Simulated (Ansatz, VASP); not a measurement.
# C: VASP beside Ansatz

```xyz
4
Lattice="2.4725 0.0000 0.0000 -1.2362 2.1412 0.0000 0.0000 0.0000 24.2938" Properties=species:S:1:pos:R:3 pbc="T T T"
C     1.2362    0.7137   13.8590
C     0.0000    1.4275   10.4348
C     0.0000    0.0000   10.4349
C     0.0000    0.0000   13.8588
```

Change from the starting cell: volume scaled by 1.02.

Alike in both runs: task single point; functional PBE; k mesh 12 × 12 × 2; occupations fermi-dirac, width 0.05 eV; no spin polarisation.

|  | VASP | Ansatz |
| --- | --- | --- |
| version | VASP 6.6.1 | Ansatz 0.2.0 |
| potentials or method | VASP PAW PBE potentials, release 64 (C), cutoff 520 eV | all-electron LAPW, scalar-relativistic |

```tsv
	VASP	Ansatz	Ansatz less VASP
gap on the k mesh at the Fermi level (eV)	none	none	-
rms of the force components (eV/Å)	0.025	0.025	0.0000
```

Atom by atom the forces differ by 0.000 eV/Å (rms over components). A gap of «none» marks a metal or a gap that the smearing closes. Ansatz ran all-electron here, and VASP with PAW potentials.
